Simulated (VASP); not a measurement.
Runs of VASP 6.6.1 on In. The structure is that of space group Pm-3m (No. 221), or close to it. The cells are those of the table. 

```csv
task,cell,cutoff (eV),gap on the mesh (eV),pressure (GPa)
relaxation of cell and atoms,"relaxed to 140 GPa from a = 2.431 Å, 1 atom",600,none,140.0
single point,"a = 2.441 Å, 1 atom",520,none,140.2
relaxation of cell and atoms,"relaxed to 140 GPa from a = 2.440 Å, 1 atom",600,none,140.0
single point,"a = 2.440 Å, 1 atom",520,none,(a)
```

Alike in all rows: level PBE; potentials or basis VASP PAW PBE potentials, release 64 (In_d); no spin polarisation; k mesh 15 × 15 × 15; smearing fermi-dirac 0.08 eV.

Q: Estimate the missing entries.

A: (a) 140.3.

Caveats: spin-orbit coupling is left out, which moves the levels of the heavy elements; the cell is relaxed towards a set pressure, so the enthalpy falls and the energy may rise (some runs).

A k mesh can miss the band edges, and the runs leave out spin-orbit coupling on In.

A gap of «none» marks levels without a gap at the run's occupations.
